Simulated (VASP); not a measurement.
# La2PI2 (P-3m1) in VASP: single point with LDA

Aim: the single point of La2PI2 with LDA.

Everything below comes from runs of VASP 6.6.1. Logs are shortened: lines on timing, memory, paths and dates and some standing lists are left out, and cuts for length are marked.

## (1) The cell of the first run

It takes space group P-3m1 (No. 164, trigonal). The conventional cell has a = 4.341 Å, b = 4.341 Å, c = 11.072 Å, α = 90.00°, β = 90.00°, γ = 120.00°. Within 3.9 Å of La (site symmetry 3m) lie 3 P at 2.98 Å and 3 I at 3.29 Å. P (site symmetry -3m) has 6 La at 2.98 Å within 3.9 Å. I (site symmetry 3m) has 3 La at 3.29 Å within 4.3 Å.

## (2) Single point, LDA

Contents of INCAR:

```
PREC = Accurate
ENCUT = 520
EDIFF = 1E-7
ISMEAR = -1
SIGMA = 0.1
LREAL = False
LASPH = True
NELM = 60
ALGO = Normal
ISIF = 2
LWAVE = False
LCHARG = False
GGA = CA
NBANDS = 28
```

Contents of KPOINTS:

```
regular mesh
0
Gamma
  6 6 2
```

Contents of POSCAR:

```
La2PI2
1.0
    4.3405848100      0.0000000000      0.0000000000
   -2.1702924000      3.7590567100      0.0000000000
    0.0000000000      0.0000000000     11.0718334200
La P I
2 1 2
Direct
    0.3333333333      0.6666666667      0.8545890200
    0.6666666667      0.3333333333      0.1454109800
    0.0000000000      0.0000000000      0.0000000000
    0.6666666667      0.3333333333      0.6616501300
    0.3333333333      0.6666666667      0.3383498700
```

Potentials or basis: VASP PAW LDA potentials, release 64 (La, P, I).

On the command line:

```sh
$ cat potpaw_LDA.64/La/POTCAR potpaw_LDA.64/P/POTCAR potpaw_LDA.64/I/POTCAR > POTCAR
$ mpirun -np 1 vasp_std > vasp.out
```

OUTCAR:

```text
PREC = Accurate
   ENCUT = 520
   EDIFF = 1E-7
   ISMEAR = -1
   LREAL = False
   LASPH = True
   NELM = 60
   ISIF = 2
   GGA = CA

 ion  position               nearest neighbor table
   1  0.333  0.667  0.855-   3 2.98   3 2.98   3 2.98   4 3.29   4 3.29   4 3.29
   2  0.667  0.333  0.145-   3 2.98   3 2.98   3 2.98   5 3.29   5 3.29   5 3.29
   3  0.000  0.000  0.000-   1 2.98   2 2.98   1 2.98   2 2.98   2 2.98   1 2.98
   4  0.667  0.333  0.662-   1 3.29   1 3.29   1 3.29
   5  0.333  0.667  0.338-   2 3.29   2 3.29   2 3.29

  LATTYP: Found a hexagonal cell.
 ALAT       =     4.3405848100
 C/A-ratio  =     2.5507699779

  Lattice vectors:

 A1 = (   4.3405848100,   0.0000000000,   0.0000000000)
 A2 = (  -2.1702924000,   3.7590567100,   0.0000000000)
 A3 = (   0.0000000000,   0.0000000000,  11.0718334200)

Analysis of symmetry for initial positions (statically):
=====================================================================
 Subroutine PRICEL returns:
 Original cell was already a primitive cell.

 Routine SETGRP: Setting up the symmetry group for a
 hexagonal supercell.

 Subroutine GETGRP returns: Found 12 space group operations
 (whereof 12 operations were pure point group operations)
 out of a pool of 24 trial point group operations.

The static configuration has the point symmetry D_3d.

Analysis of symmetry for dynamics (positions and initial velocities):
=====================================================================
 Subroutine PRICEL returns:
 Original cell was already a primitive cell.

 Routine SETGRP: Setting up the symmetry group for a
 hexagonal supercell.

 Subroutine GETGRP returns: Found 12 space group operations
 (whereof 12 operations were pure point group operations)
 out of a pool of 24 trial point group operations.

The dynamic configuration has the point symmetry D_3d.

 Subroutine INISYM returns: Found 12 space group operations
 (whereof 12 operations are pure point group operations),
 and found     1 'primitive' translations

----------------------------------------------------------------------------------------

                                     Primitive cell

  volume of cell :     180.6536

  direct lattice vectors                    reciprocal lattice vectors
     4.340584810  0.000000000  0.000000000     0.230383703  0.133012093  0.000000000
    -2.170292400  3.759056710  0.000000000     0.000000000  0.266024186  0.000000000
     0.000000000  0.000000000 11.071833420     0.000000000  0.000000000  0.090319278

  length of vectors
     4.340584810  4.340584805 11.071833420     0.266024185  0.266024186  0.090319278

  position of ions in fractional coordinates (direct lattice)
     0.333333333  0.666666667  0.854589020
     0.666666667  0.333333333  0.145410980
     0.000000000  0.000000000  0.000000000
     0.666666667  0.333333333  0.661650130
     0.333333333  0.666666667  0.338349870

  ion indices of the primitive-cell ions
   primitive index   ion index
                 1           1
                 2           2
                 3           3
                 4           4
                 5           5

----------------------------------------------------------------------------------------

 KPOINTS: regular mesh

Automatic generation of k-mesh.
 Grid dimensions read from file:
 generate k-points for:    6    6    2

 Generating k-lattice:

  Cartesian coordinates                     Fractional coordinates (reciprocal lattice)
     0.038397284  0.022168682  0.000000000     0.166666667  0.000000000  0.000000000
     0.000000000  0.044337364  0.000000000     0.000000000  0.166666667  0.000000000
     0.000000000  0.000000000  0.045159639     0.000000000  0.000000000  0.500000000

  Length of vectors
     0.044337364  0.044337364  0.045159639

  Shift w.r.t. Gamma in fractional coordinates (k-lattice)
     0.000000000  0.000000000  0.000000000

 Subroutine IBZKPT returns following result:
 ===========================================

 Found     14 irreducible k-points:

 Following reciprocal coordinates:
            Coordinates               Weight
  0.000000  0.000000  0.000000      1.000000
  0.166667  0.000000  0.000000      6.000000
  0.333333  0.000000  0.000000      6.000000
  0.500000  0.000000  0.000000      3.000000
  0.166667  0.166667  0.000000      6.000000
  0.333333  0.166667  0.000000     12.000000
  0.333333  0.333333  0.000000      2.000000
  0.000000  0.000000  0.500000      1.000000
  0.166667  0.000000  0.500000      6.000000
  0.333333  0.000000  0.500000      6.000000
  0.500000  0.000000  0.500000      3.000000
  0.166667  0.166667  0.500000      6.000000
  0.333333  0.166667  0.500000     12.000000
  0.333333  0.333333  0.500000      2.000000
   k-points           NKPTS =     14   k-points in BZ     NKDIM =     14   number of bands    NBANDS=     28
   number of dos      NEDOS =    301   number of ions     NIONS =      5
   total plane-waves  NPLWV =  86016
   dimension x,y,z NGX =    32 NGY =   32 NGZ =   84
   dimension x,y,z NGXF=    64 NGYF=   64 NGZF=  168
   ions per type =               2   1   2
   NGX,Y,Z   is equivalent  to a cutoff of  12.26, 12.26, 12.61 a.u.
   NGXF,Y,Z  is equivalent  to a cutoff of  24.51, 24.51, 25.23 a.u.
 SYSTEM =  unknown system
   PREC   = accura    normal or accurate (medium, high low for compatibility)
   ISTART =      0    job   : 0-new  1-cont  2-samecut
   ICHARG =      2    charge: 1-file 2-atom 10-const
   ISPIN  =      1    spin polarized calculation?
   LNONCOLLINEAR =      F non collinear calculations
   LSORBIT =      F    spin-orbit coupling
   LASPH  =      T    aspherical Exc in radial PAW
   ENCUT  =  520.0 eV  38.22 Ry    6.18 a.u.   8.07  8.07 20.59*2*pi/ulx,y,z
   NELM   =     60;   NELMIN=  2; NELMDL= -5     # of ELM steps
   EDIFF  = 0.1E-06   stopping-criterion for ELM
   LREAL  =      F    real-space projection
   EDIFFG = 0.1E-05   stopping-criterion for IOM
   NSW    =      0    number of steps for IOM
   IBRION =     -1    ionic relax: 0-MD 1-quasi-New 2-CG
   NFREE  =      0    steps in history (QN), initial steepest desc. (CG)
   ISIF   =      2    stress and relaxation
   ISYM   =      2    0-nonsym 1-usesym 2-fastsym
   POTIM  = 0.5000    time-step for ionic-motion
   TEBEG  =    0.0;   TEEND  =   0.0 temperature during run
   PSTRESS=    0.0 pullay stress
   NELECT =      41.0000    total number of electrons
   NUPDOWN=      -1.0000    fix difference up-down
   EMIN   =  10.00;   EMAX   =-10.00  energy-range for DOS
   EFERMI =   0.00;   METHOD = LEGACY
   ISMEAR =    -1;   SIGMA  =   0.10  broadening in eV -4-tet -1-fermi 0-gaus
   EFERMI_NEDOS =   21; number of points for ismear=-14 and -15
   IALGO  =     38    algorithm
   IMIX   =      4    mixing-type and parameters
     AMIX     =   0.40;   BMIX     =  1.00
     AMIX_MAG =   1.60;   BMIX_MAG =  1.00
  volume/ion in A,a.u.               =      36.13       243.82
  Fermi-wavevector in a.u.,A,eV,Ry     =   0.998590  1.887062 13.567486  0.997182
  Thomas-Fermi vector in A             =   2.130824
   LORBIT       =      0    0 simple, 1 ext, 2 COOP (PROOUT), +10 PAW based schemes
   GGA     = CA    functional components
   LHFCALC =     F    Hartree Fock is set to
   AEXX    =    0.0000 exact exchange contribution
   IVDW    =     0    specifies the selected vdW correction
   LEPSILON=     F    determine dielectric tensor
   LRPA    =     F    only Hartree local field effects (RPA)
 non-spin polarized calculation
  energy-cutoff  :      520.00
  volume of cell :      180.65
 maximum number of plane-waves:      4894
   NGX = 17   NGY = 17   NGZ = 41

 number of electron      41.0000001 magnetization

 Free energy of the ion-electron system (eV)
  ---------------------------------------------------
  ext. energy  EPLUGINS =         0.00000000
  ---------------------------------------------------
  free energy    TOTEN  =       -29.10039570 eV

  energy without entropy =      -29.02643581  energy(sigma->0) =      -29.06341576

 E-fermi :   5.5625     XC(G=0):  -8.9759

 val. band max:        5.5349246440   @ k =   0.3333   0.1667   0.5000
 cond. band min:       5.6798955947   @ k =   0.1667   0.1667   0.5000
 fundamental gap:      0.1449709508
 Fermi energy:         5.5625273035

 k-point     1 :       0.0000    0.0000    0.0000
  band No.  band energies     occupation
      1     -27.2895      2.00000
      2     -27.2498      2.00000
      3     -11.4410      2.00000
      4     -11.0324      2.00000
      5     -10.9226      2.00000
      6     -10.9226      2.00000
[... 20 lines left out ...]
     27       7.1496      0.00000
     28       7.1559      0.00000

 k-point     2 :       0.1667    0.0000    0.0000
  band No.  band energies     occupation
      1     -27.2807      2.00000
      2     -27.2458      2.00000
      3     -11.3849      2.00000
      4     -11.1143      2.00000
      5     -10.9980      2.00000
      6     -10.9565      2.00000
[... 20 lines left out ...]
     27       7.1259      0.00000
     28       7.1570      0.00000

 k-point     3 :       0.3333    0.0000    0.0000
  band No.  band energies     occupation
      1     -27.2616      2.00000
      2     -27.2391      2.00000
      3     -11.3718      2.00000
      4     -11.2586      2.00000
      5     -11.1369      2.00000
      6     -11.0153      2.00000
[... 20 lines left out ...]
     27       7.1019      0.00000
     28       7.1723      0.00000

 k-point     4 :       0.5000    0.0000    0.0000
  band No.  band energies     occupation
      1     -27.2501      2.00000
      2     -27.2377      2.00000
      3     -11.4707      2.00000
      4     -11.3097      2.00000
      5     -11.0893      2.00000
      6     -11.0426      2.00000
[... 268 lines left out ...]
     27       7.1256      0.00000
     28       7.1559      0.00000

 k-point    13 :       0.3333    0.1667    0.5000
  band No.  band energies     occupation
      1     -27.2503      2.00000
      2     -27.2375      2.00000
      3     -11.3996      2.00000
      4     -11.2850      2.00000
      5     -11.1259      2.00000
      6     -11.0736      2.00000
[... 20 lines left out ...]
     27       7.1418      0.00000
     28       7.1847      0.00000

 k-point    14 :       0.3333    0.3333    0.5000
  band No.  band energies     occupation
      1     -27.2407      2.00000
      2     -27.2407      2.00000
      3     -11.3158      2.00000
      4     -11.2683      2.00000
      5     -11.2683      2.00000
      6     -11.0852      2.00000
[... 20 lines left out ...]
     27       7.1376      0.00000
     28       7.1836      0.00000

------------------------ aborting loop because EDIFF is reached ----------------------------------------

  FORCE on cell =-STRESS in cart. coord.  units (eV):
  Direction    XX          YY          ZZ          XY          YZ          ZX
  --------------------------------------------------------------------------------------
  -------------------------------------------------------------------------------------
  Total       -3.3328300     -3.3328300     -3.3939785     -0.0000000      0.0000000     -0.0000000
  in kB      -29.5581380    -29.5581379    -30.1004514     -0.0000000      0.0000000     -0.0000000
  external PRESSURE =     -29.7389091 kB  Pullay stress =       0.0000000 kB

 VOLUME and BASIS-vectors are now :
 -----------------------------------------------------------------------------
  energy-cutoff  :      520.00
  volume of cell :      180.65
      direct lattice vectors                 reciprocal lattice vectors
     4.340584810  0.000000000  0.000000000     0.230383703  0.133012093  0.000000000
    -2.170292400  3.759056710  0.000000000     0.000000000  0.266024186  0.000000000
     0.000000000  0.000000000 11.071833420     0.000000000  0.000000000  0.090319278

 POSITION                                       TOTAL-FORCE (eV/Angst)
 -----------------------------------------------------------------------------------
      0.00000      2.50604      9.46187        -0.000000      0.000000      0.013818
      2.17029      1.25302      1.60997         0.000000     -0.000000     -0.013818
      0.00000      0.00000      0.00000        -0.000000      0.000000     -0.000000
      2.17029      1.25302      7.32568        -0.000000      0.000000      0.325482
      0.00000      2.50604      3.74615        -0.000000      0.000000     -0.325482
 -----------------------------------------------------------------------------------
    total drift:                               -0.000000      0.000000     -0.000000

  FREE ENERGIE OF THE ION-ELECTRON SYSTEM (eV)
  ---------------------------------------------------
  free  energy   TOTEN  =       -29.1003957032 eV

  energy  without entropy=      -29.0264358087  energy(sigma->0) =      -29.06341576
```

Wall time 3.4 min (1 thread of AMD EPYC 7R13, shared host); peak memory 0.25 GiB.

Results:

- Free energy: -29.1004 eV
- Pressure: -3.0 GPa
- Largest force: 0.325 eV/Å

Forces on the atoms (eV/Å):
```
La   0.000  0.000  0.014
La   0.000  0.000 -0.014
P    0.000  0.000  0.000
I    0.000  0.000  0.325
I    0.000  0.000 -0.325
```

Levels at points of the mesh, in eV from the Fermi level:
| k point | band 18 | band 19 | band 20 | band 21 | band 22 | band 23 |
| --- | --- | --- | --- | --- | --- | --- |
| (0.00, 0.00, 0.00) | -1.97 | -1.78 | -1.78 | 0.80 | 0.80 | 0.80 |
| (0.50, 0.00, 0.00) | -2.41 | -2.00 | -1.90 | -0.71 | 1.20 | 1.30 |
| (0.00, 0.00, 0.50) | -2.52 | -1.83 | -1.83 | 0.81 | 0.81 | 0.81 |
| (0.50, 0.00, 0.50) | -2.60 | -2.02 | -1.85 | -0.62 | 1.08 | 1.29 |

Caveat: spin-orbit coupling is left out, which moves the levels of the heavy elements; an odd number of electrons without spin polarisation forces a metal; a magnetic or distorted state may lie lower.
